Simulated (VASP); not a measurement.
Runs of VASP 6.6.1 on ScAl3. The structure is that of space group P-6m2 (No. 187), or close to it. The cells are those of the table. 

```csv
task,cell,k mesh,cutoff (eV),gap on the mesh (eV),pressure (GPa),relaxed volume (Å³/atom),largest force (eV/Å)
relaxation of cell and atoms,"relaxed from a = 3.011, b = 3.011, c = 9.435 Å, angles 90.0, 90.0, 120.0°, 4 atoms",18 × 18 × 6,600,none,0.0,18.54,-
relaxation of cell and atoms,"relaxed from a = 2.853, b = 2.853, c = 9.266 Å, angles 90.0, 90.0, 120.0°, 4 atoms",6 × 6 × 2,600,none,-0.2,18.54,-
single point,"a = 3.048, b = 3.048, c = 9.207 Å, angles 90.0, 90.0, 120.0°, 4 atoms",18 × 18 × 6,520,none,0.0,-,0.01
single point,"a = 3.011, b = 3.011, c = 9.435 Å, angles 90.0, 90.0, 120.0°, 4 atoms",6 × 6 × 2,520,none,(a),-,0.03
```

Alike in all rows: level PBE; potentials or basis VASP PAW PBE potentials, release 64 (Sc_sv, Al); no spin polarisation; smearing gaussian 0.1 eV.

Q: Fill in the values left out.

A: (a) -0.1.

Caveats: some runs use coarse meshes.

A gap of «none» marks levels without a gap at the run's occupations.
